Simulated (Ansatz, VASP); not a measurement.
# One calculation of CdH2O2, two programs

File INCAR:

```
PREC = Accurate
ENCUT = 700
EDIFF = 1E-6
ISMEAR = 0
SIGMA = 0.05
LREAL = F
LASPH = T
NELM = 120
ALGO = Normal
ISIF = 2
LWAVE = F
LCHARG = F
GGA = PS
NBANDS = 25
GGA_COMPAT = F
```

The input KPOINTS:

```
regular mesh
0
Gamma
  9 9 6
```

Contents of POSCAR:

```
CdH2O2
1.0
    3.8398216553      0.0000000000      0.0000000000
   -1.9199108277      3.3253830995      0.0000000000
    0.0000000000      0.0000000000      4.4413930000
Cd H O
1 2 2
Direct
    0.3333333333      0.6666666667      0.9873000000
    0.0000000000      0.0000000000      0.0080770000
    0.6666666667      0.3333333333      0.4318850000
    0.0000000000      0.0000000000      0.7861940000
    0.6666666667      0.3333333333      0.2118940000
```

Input for Ansatz:

```yaml
crystal:
  lattice:
    - [3.8398216553, 0.0, 0.0]
    - [-1.9199108277, 3.3253830995, 0.0]
    - [0.0, 0.0, 4.441393]
  atoms:
    - { symbol: Cd, position: [0.3333333333, 0.6666666667, 0.9873] }
    - { symbol: H, position: [0.0, 0.0, 0.008077] }
    - { symbol: H, position: [0.6666666667, 0.3333333333, 0.431885] }
    - { symbol: O, position: [0.0, 0.0, 0.786194] }
    - { symbol: O, position: [0.6666666667, 0.3333333333, 0.211894] }
basis:
  ecutwfc: 420
kpoints:
  mp_grid: { grid: [9, 9, 6] }
hamiltonian:
  xc: pbesol
scf:
  occupations: { method: gaussian, width: 0.05 }
output:
  forces: true
  stress: true
  eigenvalues: true
```

Alike in both runs: task single point; functional PBEsol; k mesh 9 × 9 × 6; occupations gaussian, width 0.05 eV; no spin polarisation.

```csv
,VASP,Ansatz
version,VASP 6.6.1,Ansatz 0.2.0
potentials or method,"VASP PAW PBE potentials, release 64 (Cd_sv_GW, H, O), cutoff 700 eV","scalar-relativistic, plane waves, PAW"
valence electrons in the cell,34,34
```

```tsv
	VASP	Ansatz	Ansatz less VASP
gap on the k mesh at the Fermi level (eV)	1.14	1.14	+0.005
least direct gap on the mesh (eV)	1.66	1.66	+0.003
pressure (GPa)	-4.3	-4.3	-0.03
traceless stress, the component that is largest in VASP (GPa)	2.75	2.29	-0.458
rms of the force components (eV/Å)	0.172	0.144	-0.0285
```

VASP's potentials were made for PBE, not for PBEsol. Atom by atom the forces differ by 0.071 eV/Å (rms over components). With one functional, cell and mesh, what is left measures potentials, basis and numerics.
